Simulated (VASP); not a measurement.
# GaN (P6_3mc) in VASP: notebook

Aim: see how the results for GaN move with the level of theory and the settings. Levels: PBE exchange alone, BLYP+D4. Tasks: single point.

All numbers are computed with VASP 6.6.1; they aren't measurements. Logs are shortened: lines on timing, memory, paths and dates and some standing lists are left out, and cuts for length are marked.

### Step 1. The cell of the first run

The structure is hexagonal, space group P6_3mc (No. 186). Conventional cell: a = 3.159 Å, b = 3.159 Å, c = 5.131 Å, α = 90.00°, β = 90.00°, γ = 120.00°. Ga (site symmetry 3m) has 4 N at 1.92 to 1.93 Å within 2.6 Å. Within 2.6 Å of N (site symmetry 3m) lie 4 Ga at 1.92 to 1.93 Å.

### Step 2. Single point, PBE exchange alone

Contents of INCAR:

```
  PREC = Accurate
  ENCUT = 520
  EDIFF = 1E-6
  ISMEAR = -1
  SIGMA = 0.05
  LREAL = F
  LASPH = T
  NELM = 80
  ALGO = Normal
  ISIF = 2
  LWAVE = F
  LCHARG = F
  GGA = PE
  ALDAC = 0.0
  AGGAC = 0.0
  NBANDS = 26
```

Contents of KPOINTS:

```
regular mesh
0
Gamma
  10 10 5
```

Contents of POSCAR:

```
GaN
1.0
    3.1586570750      0.0000000000      0.0000000000
   -1.5793285375      2.7354772688      0.0000000000
    0.0000000000      0.0000000000      5.1313278144
Ga N
2 2
Direct
    0.6666666667      0.3333333333      0.5000000000
    0.3333333333      0.6666666667      0.0000000000
    0.6666666667      0.3333333333      0.8750000000
    0.3333333333      0.6666666667      0.3750000000
```

Potentials or basis: VASP PAW PBE potentials, release 64 (Ga_d, N).

Launch:

```console
$ cat potpaw_PBE.64/Ga_d/POTCAR potpaw_PBE.64/N/POTCAR > POTCAR
$ mpirun -np 1 vasp_std > vasp.out
```

OUTCAR:

```text
PREC = Accurate
   ENCUT = 520
   EDIFF = 1E-6
   ISMEAR = -1
   LREAL = F
   LASPH = T
   NELM = 80
   ISIF = 2
   GGA = PE

 ion  position               nearest neighbor table
   1  0.667  0.333  0.500-   3 1.92   4 1.93   4 1.93   4 1.93
   2  0.333  0.667  0.000-   4 1.92   3 1.93   3 1.93   3 1.93
   3  0.667  0.333  0.875-   1 1.92   2 1.93   2 1.93   2 1.93
   4  0.333  0.667  0.375-   2 1.92   1 1.93   1 1.93   1 1.93

  LATTYP: Found a hexagonal cell.
 ALAT       =     3.1586570750
 C/A-ratio  =     1.6245283019

  Lattice vectors:

 A1 = (   3.1586570750,   0.0000000000,   0.0000000000)
 A2 = (  -1.5793285375,   2.7354772688,   0.0000000000)
 A3 = (   0.0000000000,   0.0000000000,   5.1313278144)

Analysis of symmetry for initial positions (statically):
=====================================================================
 Subroutine PRICEL returns:
 Original cell was already a primitive cell.

 Routine SETGRP: Setting up the symmetry group for a
 hexagonal supercell.

 Subroutine GETGRP returns: Found 12 space group operations
 (whereof  6 operations were pure point group operations)
 out of a pool of 24 trial point group operations.

The static configuration has the point symmetry C_3v.
 The point group associated with its full space group is C_6v.

Analysis of symmetry for dynamics (positions and initial velocities):
=====================================================================
 Subroutine PRICEL returns:
 Original cell was already a primitive cell.

 Routine SETGRP: Setting up the symmetry group for a
 hexagonal supercell.

 Subroutine GETGRP returns: Found 12 space group operations
 (whereof  6 operations were pure point group operations)
 out of a pool of 24 trial point group operations.

The dynamic configuration has the point symmetry C_3v.
 The point group associated with its full space group is C_6v.

 Subroutine INISYM returns: Found 12 space group operations
 (whereof  6 operations are pure point group operations),
 and found     1 'primitive' translations

----------------------------------------------------------------------------------------

                                     Primitive cell

  volume of cell :      44.3369

  direct lattice vectors                    reciprocal lattice vectors
     3.158657075  0.000000000  0.000000000     0.316590240  0.182783460  0.000000000
    -1.579328537  2.735477269  0.000000000     0.000000000  0.365566920  0.000000000
     0.000000000  0.000000000  5.131327814     0.000000000  0.000000000  0.194881332

  length of vectors
     3.158657075  3.158657075  5.131327814     0.365566920  0.365566920  0.194881332

  position of ions in fractional coordinates (direct lattice)
     0.666666667  0.333333333  0.500000000
     0.333333333  0.666666667  0.000000000
     0.666666667  0.333333333  0.875000000
     0.333333333  0.666666667  0.375000000

  ion indices of the primitive-cell ions
   primitive index   ion index
                 1           1
                 2           2
                 3           3
                 4           4

----------------------------------------------------------------------------------------

 KPOINTS: regular mesh

Automatic generation of k-mesh.
 Grid dimensions read from file:
 generate k-points for:   10   10    5

 Generating k-lattice:

  Cartesian coordinates                     Fractional coordinates (reciprocal lattice)
     0.031659024  0.018278346  0.000000000     0.100000000  0.000000000  0.000000000
     0.000000000  0.036556692  0.000000000     0.000000000  0.100000000  0.000000000
     0.000000000  0.000000000  0.038976266     0.000000000  0.000000000  0.200000000

  Length of vectors
     0.036556692  0.036556692  0.038976266

  Shift w.r.t. Gamma in fractional coordinates (k-lattice)
     0.000000000  0.000000000  0.000000000

 Subroutine IBZKPT returns following result:
 ===========================================

 Found     42 irreducible k-points:

 Following reciprocal coordinates:
            Coordinates               Weight
  0.000000  0.000000  0.000000      1.000000
  0.100000 -0.000000  0.000000      6.000000
  0.200000 -0.000000  0.000000      6.000000
  0.300000 -0.000000  0.000000      6.000000
  0.400000 -0.000000  0.000000      6.000000
  0.500000 -0.000000  0.000000      3.000000
[... 16 lines left out ...]
  0.300000  0.100000  0.200000     24.000000
  0.400000  0.100000  0.200000     24.000000
 [... further k-points ...]
   k-points           NKPTS =     42   k-points in BZ     NKDIM =     42   number of bands    NBANDS=     26
   number of dos      NEDOS =    301   number of ions     NIONS =      4
   total plane-waves  NPLWV =  23040
   dimension x,y,z NGX =    24 NGY =   24 NGZ =   40
   dimension x,y,z NGXF=    48 NGYF=   48 NGZF=   80
   ions per type =               2   2
   NGX,Y,Z   is equivalent  to a cutoff of  12.63, 12.63, 12.96 a.u.
   NGXF,Y,Z  is equivalent  to a cutoff of  25.26, 25.26, 25.92 a.u.
 SYSTEM =  unknown system
   PREC   = accura    normal or accurate (medium, high low for compatibility)
   ISTART =      0    job   : 0-new  1-cont  2-samecut
   ICHARG =      2    charge: 1-file 2-atom 10-const
   ISPIN  =      1    spin polarized calculation?
   LNONCOLLINEAR =      F non collinear calculations
   LSORBIT =      F    spin-orbit coupling
   LASPH  =      T    aspherical Exc in radial PAW
   ENCUT  =  520.0 eV  38.22 Ry    6.18 a.u.   5.87  5.87  9.54*2*pi/ulx,y,z
   NELM   =     80;   NELMIN=  2; NELMDL= -5     # of ELM steps
   EDIFF  = 0.1E-05   stopping-criterion for ELM
   LREAL  =      F    real-space projection
   EDIFFG = 0.1E-04   stopping-criterion for IOM
   NSW    =      0    number of steps for IOM
   IBRION =     -1    ionic relax: 0-MD 1-quasi-New 2-CG
   NFREE  =      0    steps in history (QN), initial steepest desc. (CG)
   ISIF   =      2    stress and relaxation
   ISYM   =      2    0-nonsym 1-usesym 2-fastsym
   POTIM  = 0.5000    time-step for ionic-motion
   TEBEG  =    0.0;   TEEND  =   0.0 temperature during run
   PSTRESS=    0.0 pullay stress
   NELECT =      36.0000    total number of electrons
   NUPDOWN=      -1.0000    fix difference up-down
   EMIN   =  10.00;   EMAX   =-10.00  energy-range for DOS
   EFERMI =   0.00;   METHOD = LEGACY
   ISMEAR =    -1;   SIGMA  =   0.05  broadening in eV -4-tet -1-fermi 0-gaus
   EFERMI_NEDOS =   21; number of points for ismear=-14 and -15
   IALGO  =     38    algorithm
   IMIX   =      4    mixing-type and parameters
     AMIX     =   0.40;   BMIX     =  1.00
     AMIX_MAG =   1.60;   BMIX_MAG =  1.00
  volume/ion in A,a.u.               =      11.08        74.80
  Fermi-wavevector in a.u.,A,eV,Ry     =   1.527287  2.886153 31.737010  2.332604
  Thomas-Fermi vector in A             =   2.635204
   LORBIT       =      0    0 simple, 1 ext, 2 COOP (PROOUT), +10 PAW based schemes
   GGA     = PE    functional components
   LHFCALC =     F    Hartree Fock is set to
   AEXX    =    0.0000 exact exchange contribution
   IVDW    =     0    specifies the selected vdW correction
   LEPSILON=     F    determine dielectric tensor
   LRPA    =     F    only Hartree local field effects (RPA)
 non-spin polarized calculation
  energy-cutoff  :      520.00
  volume of cell :       44.34
 maximum number of plane-waves:      1210
 NGX is ok and might be reduce to    24
   NGX = 11   NGY = 11   NGZ = 19

 number of electron      36.0000031 magnetization

 Free energy of the ion-electron system (eV)
  ---------------------------------------------------
  ext. energy  EPLUGINS =         0.00000000
  ---------------------------------------------------
  free energy    TOTEN  =       -17.92146380 eV

  energy without entropy =      -17.92146380  energy(sigma->0) =      -17.92146380

 E-fermi :   8.2063     XC(G=0): -10.0704

 val. band max:        7.2513339704   @ k =   0.0000   0.0000   0.0000
 cond. band min:       9.4582125924   @ k =   0.0000   0.0000   0.0000
 fundamental gap:      2.2068786220
 Fermi energy:         8.2063228876

 k-point     1 :       0.0000    0.0000    0.0000
  band No.  band energies     occupation
      1      -8.9361      2.00000
      2      -7.9203      2.00000
      3      -6.1627      2.00000
      4      -6.1406      2.00000
      5      -6.1406      2.00000
      6      -6.0706      2.00000
[... 18 lines left out ...]
     25      19.1779      0.00000
     26      19.1780      0.00000

 k-point     2 :       0.1000   -0.0000    0.0000
  band No.  band energies     occupation
      1      -8.8340      2.00000
      2      -7.8927      2.00000
      3      -6.1499      2.00000
      4      -6.1253      2.00000
      5      -6.1122      2.00000
      6      -6.0587      2.00000
[... 18 lines left out ...]
     25      18.7852      0.00000
     26      19.3961      0.00000

 k-point     3 :       0.2000   -0.0000    0.0000
  band No.  band energies     occupation
      1      -8.5659      2.00000
      2      -7.8298      2.00000
      3      -6.1152      2.00000
      4      -6.0920      2.00000
      5      -6.0416      2.00000
      6      -5.9934      2.00000
[... 18 lines left out ...]
     25      19.0303      0.00000
     26      19.8843      0.00000

 k-point     4 :       0.3000   -0.0000    0.0000
  band No.  band energies     occupation
      1      -8.2476      2.00000
      2      -7.7715      2.00000
      3      -6.0900      2.00000
      4      -6.0682      2.00000
      5      -5.9919      2.00000
      6      -5.9252      2.00000
[... 18 lines left out ...]
     25      19.1188      0.00000
     26      20.5863      0.00000
[... 496 lines left out ...]
      1      -8.2714      2.00000
      2      -7.8110      2.00000
      3      -6.0866      2.00000
      4      -6.0730      2.00000
      5      -6.0192      2.00000
      6      -5.9852      2.00000
[... 18 lines left out ...]
     25      18.6382      0.00000
     26      20.0767      0.00000

 k-point    23 :       0.3000    0.1000    0.2000
  band No.  band energies     occupation
      1      -8.0285      2.00000
      2      -7.7573      2.00000
      3      -6.0811      2.00000
      4      -6.0592      2.00000
      5      -5.9894      2.00000
      6      -5.9204      2.00000
[... 18 lines left out ...]
     25      18.9708      0.00000
     26      20.5342      0.00000

 k-point    24 :       0.4000    0.1000    0.2000
  band No.  band energies     occupation
      1      -7.8992      2.00000
      2      -7.7358      2.00000
      3      -6.0902      2.00000
      4      -6.0518      2.00000
      5      -5.9776      2.00000
      6      -5.9142      2.00000
[... 18 lines left out ...]
     25      19.4944      0.00000
     26      20.8860      0.00000

 [... further k-points ...]

------------------------ aborting loop because EDIFF is reached ----------------------------------------

  FORCE on cell =-STRESS in cart. coord.  units (eV):
  Direction    XX          YY          ZZ          XY          YZ          ZX
  --------------------------------------------------------------------------------------
  -------------------------------------------------------------------------------------
  Total        8.5614083      8.5614083      9.4004811      0.0000000     -0.0000000      0.0000000
  in kB      309.3787235    309.3787235    339.6998174      0.0000000     -0.0000000      0.0000000
  external PRESSURE =     319.4857548 kB  Pullay stress =       0.0000000 kB

 VOLUME and BASIS-vectors are now :
 -----------------------------------------------------------------------------
  energy-cutoff  :      520.00
  volume of cell :       44.34
      direct lattice vectors                 reciprocal lattice vectors
     3.158657075  0.000000000  0.000000000     0.316590240  0.182783460  0.000000000
    -1.579328537  2.735477269  0.000000000     0.000000000  0.365566920  0.000000000
     0.000000000  0.000000000  5.131327814     0.000000000  0.000000000  0.194881332

 POSITION                                       TOTAL-FORCE (eV/Angst)
 -----------------------------------------------------------------------------------
      1.57933      0.91183      2.56566         0.000000      0.000000     -0.137464
     -0.00000      1.82365      0.00000        -0.000000     -0.000000     -0.137464
      1.57933      0.91183      4.48991         0.000000     -0.000000      0.137464
     -0.00000      1.82365      1.92425        -0.000000      0.000000      0.137464
 -----------------------------------------------------------------------------------
    total drift:                               -0.000001     -0.000001      0.000427

  FREE ENERGIE OF THE ION-ELECTRON SYSTEM (eV)
  ---------------------------------------------------
  free  energy   TOTEN  =       -17.9214637997 eV

  energy  without entropy=      -17.9214637996  energy(sigma->0) =      -17.92146380
```

Run time: 34 s. Hardware: 1 thread of Intel Xeon Platinum 8488C (Sapphire Rapids), shared host; peak memory 0.18 GiB.

What came out:

```
Free energy            : -17.9215 eV
Pressure               : 31.9 GPa
Largest force          : 0.137 eV/Å
Band gap on the k mesh : 2.21 eV
```

Forces on the atoms (eV/Å):
```
Ga   0.000  0.000 -0.137
Ga   0.000  0.000 -0.137
N    0.000  0.000  0.137
N    0.000  0.000  0.137
```

Caveat: the cell stands under pressure.

(Continued in part 2 of 2.)
